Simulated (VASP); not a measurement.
# V (Im-3m) in VASP: notebook, part 2 of 2

VASP 6.6.1.

## (3) Relaxation of cell and atoms, PBE, target pressure 220 GPa, at which the enthalpy is minimised

This run uses another cell than the first one, of 8.21 Å³/atom, 1.005 times its volume.

INCAR reads:

```
PREC     = Accurate       # precision mode
ENCUT    = 600            # plane-wave cutoff, eV
EDIFF    = 1E-6           # SCF threshold, eV
ISMEAR   = -1             # smearing method
SIGMA    = 0.05           # smearing width, eV
LREAL    = F              # projectors in reciprocal space
LASPH    = T              # aspherical terms in the spheres
NELM     = 100            # most SCF steps
ALGO     = Normal         # electronic algorithm
ISIF     = 3              # what is computed and relaxed
LWAVE    = F              # write WAVECAR
LCHARG   = F              # write CHGCAR
GGA      = PE             # functional
IBRION   = 2              # ionic algorithm
NSW      = 60             # ionic steps
EDIFFG   = -0.005         # ionic threshold
PSTRESS  = 2200.0
```

KPOINTS reads:

```
regular mesh
0
Gamma
  21 21 21
```

POSCAR reads:

```
V
1.0
   -1.2708487378      1.2708487378      1.2708487378
    1.2708487378     -1.2708487378      1.2708487378
    1.2708487378      1.2708487378     -1.2708487378
V
1
Direct
    0.0000000000      0.0000000000      0.0000000000
```

Potentials or basis: VASP PAW PBE potentials, release 64 (V_sv).

Launch:

```console
cat potpaw_PBE.64/V_sv/POTCAR > POTCAR
mpirun -np 1 vasp_std > vasp.out
```

OUTCAR:

```text
PREC = Accurate
   ENCUT = 600
   EDIFF = 1E-6
   ISMEAR = -1
   LREAL = F
   LASPH = T
   NELM = 100
   ISIF = 3
   GGA = PE
   IBRION = 2
   NSW = 60
   EDIFFG = -0.005
   PSTRESS = 2200.0

 ion  position               nearest neighbor table
   1  0.000  0.000  0.000-

  LATTYP: Found a body centered cubic cell.
 ALAT       =     2.5416974756

  Lattice vectors:

 A1 = (  -1.2708487378,   1.2708487378,   1.2708487378)
 A2 = (   1.2708487378,  -1.2708487378,   1.2708487378)
 A3 = (   1.2708487378,   1.2708487378,  -1.2708487378)

Analysis of symmetry for initial positions (statically):
=====================================================================
 Subroutine PRICEL returns:
 Original cell was already a primitive cell.

 Routine SETGRP: Setting up the symmetry group for a
 body centered cubic supercell.

 Subroutine GETGRP returns: Found 48 space group operations
 (whereof 48 operations were pure point group operations)
 out of a pool of 48 trial point group operations.

[... 166 lines left out ...]
  Direction    XX          YY          ZZ          XY          YZ          ZX
  --------------------------------------------------------------------------------------
  -------------------------------------------------------------------------------------
  Total       11.3339882     11.3339882     11.3339882      0.0000000      0.0000000     -0.0000000
  in kB     2211.8300878   2211.8300878   2211.8300878      0.0000000      0.0000000     -0.0000000
  external PRESSURE =      11.8300878 kB  Pullay stress =    2200.0000000 kB
[... 61 lines left out ...]
--------------------------------------- Ionic step        3  -------------------------------------------

 number of electron      12.9999997 magnetization

 Free energy of the ion-electron system (eV)
  ---------------------------------------------------
  ext. energy  EPLUGINS =         0.00000000
  ---------------------------------------------------
  free energy    TOTEN  =        -6.52047153 eV

  energy without entropy =       -6.51027809  energy(sigma->0) =       -6.51537481

 E-fermi :  17.4291     XC(G=0): -15.8283

 val. band max:       17.4121496617   @ k =  -0.2857   0.3810   0.1429
 cond. band min:      17.4296278606   @ k =  -0.3810   0.4286   0.1905
 fundamental gap:      0.0174781989
 Fermi energy:        17.4291110199

 k-point     1 :       0.0000    0.0000    0.0000
  band No.  band energies     occupation
      1     -46.5753      2.00000
      2     -17.9951      2.00000
      3     -17.9951      2.00000
      4     -17.9951      2.00000
      5      10.7522      2.00000
      6      17.5527      0.15563
      7      17.5527      0.15563
      8      17.5527      0.15563
      9      21.1694      0.00000
     10      21.1694      0.00000
[... 287 lines left out ...]
 k-point    24 :       0.1905    0.0952    0.0000
  band No.  band energies     occupation
      1     -45.9919      2.00000
      2     -19.9051      2.00000
      3     -18.5317      2.00000
      4     -18.1363      2.00000
      5      13.4633      2.00000
      6      16.0480      2.00000
      7      16.8326      1.99999
      8      20.2247      0.00000
      9      21.0818      0.00000
     10      21.7195      0.00000

 [... further k-points ...]
[... 5 lines left out ...]
  --------------------------------------------------------------------------------------
  -------------------------------------------------------------------------------------
  Total       11.2862067     11.2862067     11.2862067      0.0000000     -0.0000000      0.0000000
  in kB     2199.2063583   2199.2063583   2199.2063583      0.0000000     -0.0000000      0.0000000
  external PRESSURE =      -0.7936417 kB  Pullay stress =    2200.0000000 kB
[... 20 lines left out ...]
  energy  without entropy=       -6.5102780878  energy(sigma->0) =       -6.51537481

  enthalpy is  TOTEN    =         4.7698081239 eV   P V=       11.2902796549

 reached required accuracy - stopping structural energy minimisation
```

OSZICAR:

```text
N       E                     dE             d eps       ncg     rms          rms(c)
DAV:   1     0.874636350354E+02    0.87464E+02   -0.78728E+03  5728   0.168E+03
DAV:   2    -0.581304918035E+01   -0.93277E+02   -0.90675E+02  5838   0.390E+02
DAV:   3    -0.696739582394E+01   -0.11543E+01   -0.11428E+01  5824   0.515E+01
[... 19 lines left out ...]
DAV:   1    -0.652886250556E+01    0.72803E-01   -0.22101E-01  5752   0.911E+00    0.177E+00
DAV:   2    -0.652082921836E+01    0.80333E-02   -0.22339E-02  5756   0.259E+00    0.187E-01
DAV:   3    -0.652046397590E+01    0.36524E-03   -0.11960E-03  5750   0.555E-01    0.185E-01
DAV:   4    -0.652047129783E+01   -0.73219E-05   -0.95678E-05  5722   0.158E-01    0.917E-03
DAV:   5    -0.652047153105E+01   -0.23321E-06   -0.28977E-06  5350   0.256E-02
   3 F= 0.47698081E+01 E0= 0.47749048E+01  d E =-.475226E-04
```

CONTCAR:

```text
V
   1.00000000000000
    -1.2714839132021170    1.2714839132021170    1.2714839132021170
     1.2714839132021170   -1.2714839132021170    1.2714839132021170
     1.2714839132021170    1.2714839132021170   -1.2714839132021170
  V
     1
Direct
     0.0000000000000000    0.0000000000000000    0.0000000000000000

  0.00000000E+00  0.00000000E+00  0.00000000E+00
```

It took 38 s on 1 thread of Intel Xeon Platinum 8488C (Sapphire Rapids), shared host; peak memory 0.15 GiB.

What came out:

| Property | Result |
| --- | --- |
| Free energy | -6.5205 eV |
| Relaxed volume | 8.22 Å³/atom |
| Relaxed cell | a = 2.202 Å, b = 2.202 Å, c = 2.202 Å, α = 109.47°, β = 109.47°, γ = 109.47° |
| Space group after relaxing (to 0.05 Å) | Im-3m (No. 229) |
| Energy change on relaxing (the enthalpy is what falls) | -17.0 meV/atom |
| Ionic steps | 3 |
| Pressure after relaxing | 219.9 GPa |

The path:
```csv
step,energy change (eV),largest force (eV/Å),pressure (GPa),volume (Å³)
1,0.0000,0.0000,221.18,8.21
2,-0.0982,0.0000,214.17,8.28
3,-0.0170,0.0000,219.92,8.22
```

Final structure:
```xyz
1
Lattice="-1.2715 1.2715 1.2715 1.2715 -1.2715 1.2715 1.2715 1.2715 -1.2715" Properties=species:S:1:pos:R:3 pbc="T T T"
V     0.0000    0.0000    0.0000
```

Caveat: the cell is relaxed towards a set pressure, so the enthalpy falls and the energy may rise.

## (4) Single point, PBE

This run uses another cell than the first one, of 13.46 Å³/atom, 1.648 times its volume.

INCAR reads:

```
SYSTEM = V
  PREC = Accurate
  ENCUT = 520
  EDIFF = 1E-7
  ISMEAR = -1
  SIGMA = 0.05
  LREAL = .False.
  LASPH = .True.
  NELM = 100
  ALGO = Normal
  ISIF = 2
  LWAVE = .False.
  LCHARG = .False.
  GGA = PE
  NBANDS = 12
```

KPOINTS reads:

```
Automatic mesh
0
Gamma
  21 21 21
  0 0 0
```

POSCAR reads:

```
V
1.0
   -1.4984787329      1.4984787329      1.4984787329
    1.4984787329     -1.4984787329      1.4984787329
    1.4984787329      1.4984787329     -1.4984787329
V
1
Direct
    0.0000000000      0.0000000000      0.0000000000
```

Potentials or basis: VASP PAW PBE potentials, release 64 (V_sv).

Launch:

```console
cat potpaw_PBE.64/V_sv/POTCAR > POTCAR
mpirun -np 1 vasp_std > vasp.out
```

OUTCAR:

```text
SYSTEM = V
   PREC = Accurate
   ENCUT = 520
   EDIFF = 1E-7
   ISMEAR = -1
   LREAL = .False.
   LASPH = .True.
   NELM = 100
   ISIF = 2
   GGA = PE

 ion  position               nearest neighbor table
   1  0.000  0.000  0.000-

  LATTYP: Found a body centered cubic cell.
 ALAT       =     2.9969574658

  Lattice vectors:

 A1 = (  -1.4984787329,   1.4984787329,   1.4984787329)
 A2 = (   1.4984787329,  -1.4984787329,   1.4984787329)
 A3 = (   1.4984787329,   1.4984787329,  -1.4984787329)

Analysis of symmetry for initial positions (statically):
=====================================================================
 Subroutine PRICEL returns:
 Original cell was already a primitive cell.

 Routine SETGRP: Setting up the symmetry group for a
 body centered cubic supercell.

 Subroutine GETGRP returns: Found 48 space group operations
 (whereof 48 operations were pure point group operations)
 out of a pool of 48 trial point group operations.

The static configuration has the point symmetry O_h .

Analysis of symmetry for dynamics (positions and initial velocities):
=====================================================================
 Subroutine PRICEL returns:
 Original cell was already a primitive cell.

 Routine SETGRP: Setting up the symmetry group for a
 body centered cubic supercell.

 Subroutine GETGRP returns: Found 48 space group operations
 (whereof 48 operations were pure point group operations)
 out of a pool of 48 trial point group operations.

The dynamic configuration has the point symmetry O_h .

 Subroutine INISYM returns: Found 48 space group operations
 (whereof 48 operations are pure point group operations),
 and found     1 'primitive' translations

----------------------------------------------------------------------------------------

[... 114 lines left out ...]
   LORBIT       =      0    0 simple, 1 ext, 2 COOP (PROOUT), +10 PAW based schemes
   GGA     = PE    functional components
   LHFCALC =     F    Hartree Fock is set to
   AEXX    =    0.0000 exact exchange contribution
   IVDW    =     0    specifies the selected vdW correction
   LEPSILON=     F    determine dielectric tensor
   LRPA    =     F    only Hartree local field effects (RPA)
 non-spin polarized calculation
  energy-cutoff  :      520.00
  volume of cell :       13.46
 maximum number of plane-waves:       372
   NGX =  9   NGY =  9   NGZ =  9

 number of electron      12.9999990 magnetization

 Free energy of the ion-electron system (eV)
  ---------------------------------------------------
  ext. energy  EPLUGINS =         0.00000000
  ---------------------------------------------------
  free energy    TOTEN  =        -8.99911565 eV

  energy without entropy =       -8.98432472  energy(sigma->0) =       -8.99172018

 E-fermi :   9.7230     XC(G=0): -12.9090

 val. band max:        9.7183539431   @ k =  -0.1429   0.2381   0.0476
 cond. band min:       9.7235530142   @ k =   0.2381   0.0000   0.0000
 fundamental gap:      0.0051990711
 Fermi energy:         9.7229517927

 k-point     1 :       0.0000    0.0000    0.0000
  band No.  band energies     occupation
      1     -54.0021      2.00000
      2     -27.3016      2.00000
      3     -27.3016      2.00000
      4     -27.3016      2.00000
      5       3.1287      2.00000
      6      10.1289      0.00060
      7      10.1289      0.00060
      8      10.1289      0.00060
      9      12.1404      0.00000
     10      12.1404      0.00000
     11      30.2102      0.00000
     12      30.2102      0.00000
[... 331 lines left out ...]
 k-point    24 :       0.1905    0.0952    0.0000
  band No.  band energies     occupation
      1     -53.9022      2.00000
      2     -27.7555      2.00000
      3     -27.4343      2.00000
      4     -27.3310      2.00000
      5       5.3453      2.00000
      6       9.3534      1.99877
      7       9.5318      1.95719
      8      11.6616      0.00000
      9      11.8846      0.00000
     10      12.3579      0.00000
     11      26.2611      0.00000
     12      27.8419      0.00000

 [... further k-points ...]

------------------------ aborting loop because EDIFF is reached ----------------------------------------

  FORCE on cell =-STRESS in cart. coord.  units (eV):
  Direction    XX          YY          ZZ          XY          YZ          ZX
  --------------------------------------------------------------------------------------
  -------------------------------------------------------------------------------------
  Total        0.0204523      0.0204523      0.0204523      0.0000000     -0.0000000      0.0000000
  in kB        2.4346693      2.4346693      2.4346693      0.0000000     -0.0000000      0.0000000
  external PRESSURE =       2.4346693 kB  Pullay stress =       0.0000000 kB

 VOLUME and BASIS-vectors are now :
 -----------------------------------------------------------------------------
  energy-cutoff  :      520.00
  volume of cell :       13.46
      direct lattice vectors                 reciprocal lattice vectors
    -1.498478733  1.498478733  1.498478733     0.000000000  0.333671736  0.333671736
     1.498478733 -1.498478733  1.498478733     0.333671736  0.000000000  0.333671736
     1.498478733  1.498478733 -1.498478733     0.333671736  0.333671736  0.000000000

 POSITION                                       TOTAL-FORCE (eV/Angst)
 -----------------------------------------------------------------------------------
      0.00000      0.00000      0.00000        -0.000000      0.000000     -0.000000
 -----------------------------------------------------------------------------------
    total drift:                                0.000000     -0.000000      0.000000

  FREE ENERGIE OF THE ION-ELECTRON SYSTEM (eV)
  ---------------------------------------------------
  free  energy   TOTEN  =        -8.9991156500 eV

  energy  without entropy=       -8.9843247189  energy(sigma->0) =       -8.99172018
```

Wall time 28 s (1 thread of Intel Xeon 6975P-C, shared host); peak memory 0.16 GiB.

What came out:

```yaml
Free_energy: -8.9991 eV
Pressure: 0.2 GPa
```

Levels at points of the mesh, in eV from the Fermi level:
```
           k point  band 2  band 3  band 4  band 5  band 6  band 7  band 8  band 9  band 10  band 11
(0.00, 0.00, 0.00)  -37.02  -37.02  -37.02   -6.59    0.41    0.41    0.41    2.42     2.42    20.49
```

## (5) The runs side by side

```csv
task,cell,cutoff (eV),gap on the mesh (eV),pressure (GPa)
relaxation of cell and atoms,"relaxed to 220 GPa from a = 2.197 Å, angles 109.5°, 1 atom",600,none,220.0
relaxation of cell and atoms,"relaxed to 220 GPa from a = 2.201 Å, angles 109.5°, 1 atom",600,none,219.9
single point,"a = 2.595 Å, angles 109.5°, 1 atom",520,none,0.2
```

Alike in all rows: level PBE; potentials or basis VASP PAW PBE potentials, release 64 (V_sv); no spin polarisation; k mesh 21 × 21 × 21; smearing fermi-dirac 0.05 eV.

Caveats: the cell is relaxed towards a set pressure, so the enthalpy falls and the energy may rise (some runs).

Total energies depend on the potentials used, so only differences within one code and one set of settings carry meaning.
